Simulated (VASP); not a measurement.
Write the native input for VASP 6.6.1 that does the following.

```
Task                   : single point
Functional             : r2SCAN
Potentials or basis    : VASP PAW PBE potentials, release 64 (Pb_d, S)
Cutoff                 : 550 eV
k mesh                 : 8 × 8 × 8
Occupations            : gaussian, width 0.05 eV
Spin                   : no spin polarisation
Dipole correction      : no
Further INCAR settings : ALGO = Normal; EDIFF = 1e-06; NBANDS = 17
```

Crystal: PbS.

```
Pb S
1.0
     0.00000    2.81675    2.89087
     2.81675    0.00000    2.89087
     2.81675    2.81675    0.00000
Pb S
1 1
Cartesian
  0.0000 0.0000 0.0000
  2.8167 2.8167 2.8909
```

This cell differs from its parent crystal: strain -0.050 along x and y, -0.025 along z.

One way to write it, as run:

POSCAR

```
PbS
1.0
    0.0000000000      2.8167500000      2.8908750000
    2.8167500000      0.0000000000      2.8908750000
    2.8167500000      2.8167500000      0.0000000000
Pb S
1 1
Direct
    0.0000000000      0.0000000000      0.0000000000
    0.5000000000      0.5000000000      0.5000000000
```

INCAR.step1

```
SYSTEM = PbS
ALGO = Normal ; EDIFF = 1E-5
ENCUT = 550 ; GGA = PE
GGA_COMPAT = .False. ; ISMEAR = 0
LASPH = .True. ; LCHARG = .False.
LREAL = .False. ; LWAVE = .True.
NBANDS = 17 ; NELM = 120
PREC = Accurate ; SIGMA = 0.05
```

INCAR.step2

```
SYSTEM = PbS
ALGO = Normal ; EDIFF = 1E-6
ENCUT = 550 ; GGA_COMPAT = .False.
ISIF = 2 ; ISMEAR = 0
ISTART = 1 ; LASPH = .True.
LCHARG = .False. ; LMIXTAU = .True.
LREAL = .False. ; LWAVE = .False.
METAGGA = R2SCAN ; NBANDS = 17
NELM = 120 ; PREC = Accurate
SIGMA = 0.05
```

KPOINTS

```
k-points
0
Gamma
  8 8 8
  0 0 0
```

Potentials or basis: VASP PAW PBE potentials, release 64 (Pb_d, S).

Run with:

```sh
$ cat potpaw_PBE.64/Pb_d/POTCAR potpaw_PBE.64/S/POTCAR > POTCAR
$ cp INCAR.step1 INCAR
$ mpirun -np 1 vasp_std > vasp.out
$ cp INCAR.step2 INCAR
$ mpirun -np 1 vasp_std > vasp.out
```

Results of the run:

```
Pressure               : 12.0 GPa
Band gap on the k mesh : 0.01 eV
```

Caveat: the cell differs from its parent crystal (strain -0.050 along x and y, -0.025 along z); the cell stands under pressure; the PAW data sets were made with another functional, which shifts forces and pressure a little; spin-orbit coupling is left out, which moves the levels of the heavy elements.

Wall time 100 s on 1 thread of AMD EPYC 9R45 96-Core Processor (Zen 5) (shared host), peak memory 0.18 GiB.
